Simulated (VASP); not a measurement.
# CaO (P6_3/mmc) in VASP: notebook

CaO is run at these levels: PBE; tasks: single point.

Program: VASP 6.6.1. These are calculated values, not measurements. Logs are shortened: lines on timing, memory, paths and dates and some standing lists are left out, and cuts for length are marked.

### Step 1. The cell of the first run

It takes space group P6_3/mmc (No. 194, hexagonal). The conventional cell has a = 3.561 Å, b = 3.561 Å, c = 6.052 Å, α = 90.00°, β = 90.00°, γ = 120.00°. Within 3.4 Å of Ca (site symmetry -6m2) lie 6 O at 2.55 Å. O (site symmetry -3m) has 6 Ca at 2.55 Å and 2 O at 3.03 Å within 3.4 Å.

### Step 2. Single point, PBE (Sr replaced by Ca, lengths x 0.956, strained)

INCAR reads:

```
PREC     = Accurate       # precision mode
ENCUT    = 520            # plane-wave cutoff, eV
EDIFF    = 1E-6           # SCF threshold, eV
ISMEAR   = 0              # smearing method
SIGMA    = 0.1            # smearing width, eV
LREAL    = F              # projectors in reciprocal space
LASPH    = T              # aspherical terms in the spheres
NELM     = 60             # most SCF steps
ALGO     = Normal         # electronic algorithm
ISIF     = 2              # what is computed and relaxed
LWAVE    = F              # write WAVECAR
LCHARG   = F              # write CHGCAR
GGA      = PE             # functional
NBANDS   = 24             # bands
```

KPOINTS reads:

```
regular mesh
0
Gamma
  6 6 4
```

POSCAR reads:

```
CaO
1.0
    3.5606175025      0.0000000000      0.0000000000
   -1.7803087512      3.0835852103      0.0000000000
    0.0000000000      0.0000000000      6.0517561842
Ca O
2 2
Direct
    0.3333333300      0.6666666700      0.2500000000
    0.6666666700      0.3333333300      0.7500000000
    0.0000000000      0.0000000000      0.0000000000
    0.0000000000      0.0000000000      0.5000000000
```

Potentials or basis: VASP PAW PBE potentials, release 64 (Ca_sv, O).

The run is started by

```sh
> cat potpaw_PBE.64/Ca_sv/POTCAR potpaw_PBE.64/O/POTCAR > POTCAR
> mpirun -np 1 vasp_std > vasp.out
```

OUTCAR:

```text
PREC = Accurate
   ENCUT = 520
   EDIFF = 1E-6
   ISMEAR = 0
   LREAL = F
   LASPH = T
   NELM = 60
   ISIF = 2
   GGA = PE

 ion  position               nearest neighbor table
   1  0.333  0.667  0.250-   3 2.55   4 2.55   3 2.55   4 2.55   3 2.55   4 2.55
   2  0.667  0.333  0.750-   3 2.55   4 2.55   3 2.55   4 2.55   3 2.55   4 2.55
   3  0.000  0.000  0.000-   1 2.55   2 2.55   1 2.55   2 2.55   2 2.55   1 2.55
   4  0.000  0.000  0.500-   1 2.55   2 2.55   1 2.55   2 2.55   2 2.55   1 2.55

  LATTYP: Found a hexagonal cell.
 ALAT       =     3.5606175025
 C/A-ratio  =     1.6996367006

  Lattice vectors:

 A1 = (   3.5606175025,   0.0000000000,   0.0000000000)
 A2 = (  -1.7803087512,   3.0835852103,   0.0000000000)
 A3 = (   0.0000000000,   0.0000000000,   6.0517561842)

Analysis of symmetry for initial positions (statically):
=====================================================================
 Subroutine PRICEL returns:
 Original cell was already a primitive cell.

 Routine SETGRP: Setting up the symmetry group for a
 hexagonal supercell.

 Subroutine GETGRP returns: Found 24 space group operations
 (whereof 12 operations were pure point group operations)
 out of a pool of 24 trial point group operations.

The static configuration has the point symmetry D_3d.
 The point group associated with its full space group is D_6h.

Analysis of symmetry for dynamics (positions and initial velocities):
=====================================================================
 Subroutine PRICEL returns:
 Original cell was already a primitive cell.

 Routine SETGRP: Setting up the symmetry group for a
 hexagonal supercell.

 Subroutine GETGRP returns: Found 24 space group operations
 (whereof 12 operations were pure point group operations)
 out of a pool of 24 trial point group operations.

The dynamic configuration has the point symmetry D_3d.
 The point group associated with its full space group is D_6h.

 Subroutine INISYM returns: Found 24 space group operations
 (whereof 12 operations are pure point group operations),
 and found     1 'primitive' translations

----------------------------------------------------------------------------------------

                                     Primitive cell

  volume of cell :      66.4451

  direct lattice vectors                    reciprocal lattice vectors
     3.560617502  0.000000000  0.000000000     0.280850161  0.162148916  0.000000000
    -1.780308751  3.083585210  0.000000000     0.000000000  0.324297832  0.000000000
     0.000000000  0.000000000  6.051756184     0.000000000  0.000000000  0.165241290

  length of vectors
     3.560617502  3.560617502  6.051756184     0.324297832  0.324297832  0.165241290

  position of ions in fractional coordinates (direct lattice)
     0.333333330  0.666666670  0.250000000
     0.666666670  0.333333330  0.750000000
     0.000000000  0.000000000  0.000000000
     0.000000000  0.000000000  0.500000000

  ion indices of the primitive-cell ions
   primitive index   ion index
                 1           1
                 2           2
                 3           3
                 4           4

----------------------------------------------------------------------------------------

 KPOINTS: regular mesh

Automatic generation of k-mesh.
 Grid dimensions read from file:
 generate k-points for:    6    6    4

 Generating k-lattice:

  Cartesian coordinates                     Fractional coordinates (reciprocal lattice)
     0.046808360  0.027024819  0.000000000     0.166666667  0.000000000  0.000000000
     0.000000000  0.054049639  0.000000000     0.000000000  0.166666667  0.000000000
     0.000000000  0.000000000  0.041310323     0.000000000  0.000000000  0.250000000

  Length of vectors
     0.054049639  0.054049639  0.041310323

  Shift w.r.t. Gamma in fractional coordinates (k-lattice)
     0.000000000  0.000000000  0.000000000

 Subroutine IBZKPT returns following result:
 ===========================================

 Found     21 irreducible k-points:

 Following reciprocal coordinates:
            Coordinates               Weight
  0.000000  0.000000  0.000000      1.000000
  0.166667  0.000000  0.000000      6.000000
  0.333333  0.000000  0.000000      6.000000
  0.500000  0.000000  0.000000      3.000000
  0.166667  0.166667  0.000000      6.000000
  0.333333  0.166667  0.000000     12.000000
[... 13 lines left out ...]
  0.333333  0.166667  0.500000     12.000000
  0.333333  0.333333  0.500000      2.000000
   k-points           NKPTS =     21   k-points in BZ     NKDIM =     21   number of bands    NBANDS=     24
   number of dos      NEDOS =    301   number of ions     NIONS =      4
   total plane-waves  NPLWV =  37632
   dimension x,y,z NGX =    28 NGY =   28 NGZ =   48
   dimension x,y,z NGXF=    56 NGYF=   56 NGZF=   96
   ions per type =               2   2
   NGX,Y,Z   is equivalent  to a cutoff of  13.07, 13.07, 13.19 a.u.
   NGXF,Y,Z  is equivalent  to a cutoff of  26.15, 26.15, 26.37 a.u.
 SYSTEM =  unknown system
   PREC   = accura    normal or accurate (medium, high low for compatibility)
   ISTART =      0    job   : 0-new  1-cont  2-samecut
   ICHARG =      2    charge: 1-file 2-atom 10-const
   ISPIN  =      1    spin polarized calculation?
   LNONCOLLINEAR =      F non collinear calculations
   LSORBIT =      F    spin-orbit coupling
   LASPH  =      T    aspherical Exc in radial PAW
   ENCUT  =  520.0 eV  38.22 Ry    6.18 a.u.   6.62  6.62 11.25*2*pi/ulx,y,z
   NELM   =     60;   NELMIN=  2; NELMDL= -5     # of ELM steps
   EDIFF  = 0.1E-05   stopping-criterion for ELM
   LREAL  =      F    real-space projection
   EDIFFG = 0.1E-04   stopping-criterion for IOM
   NSW    =      0    number of steps for IOM
   IBRION =     -1    ionic relax: 0-MD 1-quasi-New 2-CG
   NFREE  =      0    steps in history (QN), initial steepest desc. (CG)
   ISIF   =      2    stress and relaxation
   ISYM   =      2    0-nonsym 1-usesym 2-fastsym
   POTIM  = 0.5000    time-step for ionic-motion
   TEBEG  =    0.0;   TEEND  =   0.0 temperature during run
   PSTRESS=    0.0 pullay stress
   NELECT =      32.0000    total number of electrons
   NUPDOWN=      -1.0000    fix difference up-down
   EMIN   =  10.00;   EMAX   =-10.00  energy-range for DOS
   EFERMI =   0.00;   METHOD = LEGACY
   ISMEAR =     0;   SIGMA  =   0.10  broadening in eV -4-tet -1-fermi 0-gaus
   EFERMI_NEDOS =   21; number of points for ismear=-14 and -15
   IALGO  =     38    algorithm
   IMIX   =      4    mixing-type and parameters
     AMIX     =   0.40;   BMIX     =  1.00
     AMIX_MAG =   1.60;   BMIX_MAG =  1.00
  volume/ion in A,a.u.               =      16.61       112.10
  Fermi-wavevector in a.u.,A,eV,Ry     =   1.283228  2.424950 22.404371  1.646675
  Thomas-Fermi vector in A             =   2.415493
   LORBIT       =      0    0 simple, 1 ext, 2 COOP (PROOUT), +10 PAW based schemes
   GGA     = PE    functional components
   LHFCALC =     F    Hartree Fock is set to
   AEXX    =    0.0000 exact exchange contribution
   IVDW    =     0    specifies the selected vdW correction
   LEPSILON=     F    determine dielectric tensor
   LRPA    =     F    only Hartree local field effects (RPA)
 non-spin polarized calculation
 Gauss-broadening in eV      SIGMA  =   0.10
  energy-cutoff  :      520.00
  volume of cell :       66.45
 maximum number of plane-waves:      1834
 NGX is ok and might be reduce to    28
   NGX = 13   NGY = 13   NGZ = 23

 number of electron      32.0000006 magnetization

 Free energy of the ion-electron system (eV)
  ---------------------------------------------------
  ext. energy  EPLUGINS =         0.00000000
  ---------------------------------------------------
  free energy    TOTEN  =       -24.67782838 eV

  energy without entropy =      -24.67782838  energy(sigma->0) =      -24.67782838

 E-fermi :   2.5072     XC(G=0):  -9.6202

 val. band max:        2.0651208112   @ k =   0.0000   0.0000   0.0000
 cond. band min:       4.5333454508   @ k =   0.0000   0.0000   0.0000
 fundamental gap:      2.4682246395
 Fermi energy:         2.5071593507

 k-point     1 :       0.0000    0.0000    0.0000
  band No.  band energies     occupation
      1     -36.9906      2.00000
      2     -36.9522      2.00000
      3     -18.3204      2.00000
      4     -17.8823      2.00000
      5     -17.8823      2.00000
      6     -17.8561      2.00000
[... 16 lines left out ...]
     23       8.0830      0.00000
     24       8.9314      0.00000

 k-point     2 :       0.1667    0.0000    0.0000
  band No.  band energies     occupation
      1     -36.9797      2.00000
      2     -36.9461      2.00000
      3     -18.2529      2.00000
      4     -17.9935      2.00000
      5     -17.9421      2.00000
      6     -17.9081      2.00000
[... 16 lines left out ...]
     23       8.5351      0.00000
     24       8.5478      0.00000

 k-point     3 :       0.3333    0.0000    0.0000
  band No.  band energies     occupation
      1     -36.9566      2.00000
      2     -36.9351      2.00000
      3     -18.2293      2.00000
      4     -18.0982      2.00000
      5     -18.0766      2.00000
      6     -17.9533      2.00000
[... 16 lines left out ...]
     23       8.9993      0.00000
     24       9.1554      0.00000
[... 433 lines left out ...]
 k-point    20 :       0.3333    0.1667    0.5000
  band No.  band energies     occupation
      1     -36.9373      2.00000
      2     -36.9373      2.00000
      3     -18.2293      2.00000
      4     -18.2293      2.00000
      5     -18.0002      2.00000
      6     -18.0002      2.00000
[... 16 lines left out ...]
     23       9.3060      0.00000
     24       9.3060      0.00000

 k-point    21 :       0.3333    0.3333    0.5000
  band No.  band energies     occupation
      1     -36.9330      2.00000
      2     -36.9330      2.00000
      3     -18.1707      2.00000
      4     -18.1707      2.00000
      5     -18.1102      2.00000
      6     -18.1102      2.00000
[... 16 lines left out ...]
     23       9.5539      0.00000
     24       9.5539      0.00000

------------------------ aborting loop because EDIFF is reached ----------------------------------------

  FORCE on cell =-STRESS in cart. coord.  units (eV):
  Direction    XX          YY          ZZ          XY          YZ          ZX
  --------------------------------------------------------------------------------------
  -------------------------------------------------------------------------------------
  Total       -5.2396673     -5.2396673     -3.5695665     -0.0000000     -0.0000000     -0.0000000
  in kB     -126.3431183   -126.3431183    -86.0722901     -0.0000000     -0.0000000     -0.0000000
  external PRESSURE =    -112.9195089 kB  Pullay stress =       0.0000000 kB

 VOLUME and BASIS-vectors are now :
 -----------------------------------------------------------------------------
  energy-cutoff  :      520.00
  volume of cell :       66.45
      direct lattice vectors                 reciprocal lattice vectors
     3.560617502  0.000000000  0.000000000     0.280850161  0.162148916  0.000000000
    -1.780308751  3.083585210  0.000000000     0.000000000  0.324297832  0.000000000
     0.000000000  0.000000000  6.051756184     0.000000000  0.000000000  0.165241290

 POSITION                                       TOTAL-FORCE (eV/Angst)
 -----------------------------------------------------------------------------------
     -0.00000      2.05572      1.51294        -0.000000     -0.000000      0.000000
      1.78031      1.02786      4.53882        -0.000000      0.000000      0.000000
      0.00000      0.00000      0.00000         0.000000      0.000000      0.000000
      0.00000      0.00000      3.02588         0.000000      0.000000      0.000000
 -----------------------------------------------------------------------------------
    total drift:                               -0.000011      0.000006     -0.000000

  FREE ENERGIE OF THE ION-ELECTRON SYSTEM (eV)
  ---------------------------------------------------
  free  energy   TOTEN  =       -24.6778283780 eV

  energy  without entropy=      -24.6778283780  energy(sigma->0) =      -24.67782838
```

It took 30 s on 1 thread of AMD EPYC 7R13 (Zen 3), shared host; peak memory 0.16 GiB.

What came out:

```yaml
Free_energy: -24.6778 eV
Pressure: -11.3 GPa
Band_gap_on_the_k_mesh: 2.47 eV
```

Levels at points of the mesh, in eV from the valence-band top:
```tsv
k point	band 13	band 14	band 15	band 16	band 17	band 18	band 19	band 20
(0.00, 0.00, 0.00)	-1.09	-0.73	-0.73	0.00	2.47	4.89	4.93	5.41
(0.50, 0.00, 0.00)	-1.77	-1.32	-0.91	-0.20	2.96	5.17	5.39	6.71
(0.00, 0.00, 0.50)	-0.93	-0.93	-0.93	-0.93	4.17	4.17	5.30	5.30
(0.50, 0.00, 0.50)	-1.30	-1.30	-1.11	-1.11	3.95	3.95	5.97	5.97
```

Caveat: the cell differs from its parent crystal (Sr replaced by Ca, lengths x 0.956, strained); the cell stands under tension.

### Step 3. Single point, PBE (Sr replaced by Ca, lengths x 0.956, strained)

INCAR reads:

```
PREC = Accurate ; ENCUT = 520
EDIFF = 1E-6 ; ISMEAR = 0
SIGMA = 0.02 ; LREAL = F
LASPH = T ; NELM = 100
ALGO = Normal ; ISIF = 2
LWAVE = F ; LCHARG = T
GGA = PE ; LELF = T
LVHAR = T ; NBANDS = 24
```

KPOINTS reads:

```
regular mesh
0
Gamma
  9 9 6
```

POSCAR is that of step 2.

Potentials or basis: VASP PAW PBE potentials, release 64 (Ca_sv, O).

The run is started by

```sh
> cat potpaw_PBE.64/Ca_sv/POTCAR potpaw_PBE.64/O/POTCAR > POTCAR
> mpirun -np 1 vasp_std > vasp.out
```

OUTCAR:

```text
PREC = Accurate
   ENCUT = 520
   EDIFF = 1E-6
   ISMEAR = 0
   LREAL = F
   LASPH = T
   NELM = 100
   ISIF = 2
   GGA = PE

 ion  position               nearest neighbor table
   1  0.333  0.667  0.250-   3 2.55   4 2.55   3 2.55   4 2.55   3 2.55   4 2.55
   2  0.667  0.333  0.750-   3 2.55   4 2.55   3 2.55   4 2.55   3 2.55   4 2.55
   3  0.000  0.000  0.000-   1 2.55   2 2.55   1 2.55   2 2.55   2 2.55   1 2.55
   4  0.000  0.000  0.500-   1 2.55   2 2.55   1 2.55   2 2.55   2 2.55   1 2.55

[... 844 lines left out ...]
     24       9.4864      0.00000

 [... further k-points ...]
[... 5 lines left out ...]
  --------------------------------------------------------------------------------------
  -------------------------------------------------------------------------------------
  Total       -5.2418252     -5.2418252     -3.5716658     -0.0000000     -0.0000000      0.0000000
  in kB     -126.3951526   -126.3951526    -86.1229110     -0.0000000     -0.0000000      0.0000000
  external PRESSURE =    -112.9710721 kB  Pullay stress =       0.0000000 kB

 VOLUME and BASIS-vectors are now :
 -----------------------------------------------------------------------------
  energy-cutoff  :      520.00
  volume of cell :       66.45
      direct lattice vectors                 reciprocal lattice vectors
     3.560617502  0.000000000  0.000000000     0.280850161  0.162148916  0.000000000
    -1.780308751  3.083585210  0.000000000     0.000000000  0.324297832  0.000000000
     0.000000000  0.000000000  6.051756184     0.000000000  0.000000000  0.165241290

 POSITION                                       TOTAL-FORCE (eV/Angst)
 -----------------------------------------------------------------------------------
     -0.00000      2.05572      1.51294         0.000000     -0.000000      0.000000
      1.78031      1.02786      4.53882        -0.000000      0.000000      0.000000
      0.00000      0.00000      0.00000        -0.000000      0.000000      0.000000
      0.00000      0.00000      3.02588        -0.000000      0.000000      0.000000
 -----------------------------------------------------------------------------------
    total drift:                               -0.000011      0.000006     -0.000000

  FREE ENERGIE OF THE ION-ELECTRON SYSTEM (eV)
  ---------------------------------------------------
  free  energy   TOTEN  =       -24.6779627068 eV

  energy  without entropy=      -24.6779627068  energy(sigma->0) =      -24.67796271
```

stdout:

```text
POSCAR found type information on POSCAR CaO
 POSCAR found :  2 types and       4 ions
 scaLAPACK will be used
 LDA part: xc-table for (Slater+PW92), standard interpolation
 POSCAR, INCAR and KPOINTS ok, starting setup
 FFT: planning ... GRIDC
 FFT: planning ... GRID_SOFT
 FFT: planning ... GRID
 WAVECAR not read
 entering main loop
```

Run time: 60 s. Hardware: 1 thread of AMD EPYC 7R13 (Zen 3), shared host; peak memory 0.19 GiB.

What came out:

```yaml
Free_energy: -24.6780 eV
Pressure: -11.3 GPa
Band_gap_on_the_k_mesh: 2.47 eV
```

Caveat: the cell differs from its parent crystal (Sr replaced by Ca, lengths x 0.956, strained); the cell stands under tension; an odd mesh through Γ misses points on the zone boundary, where band edges can lie.
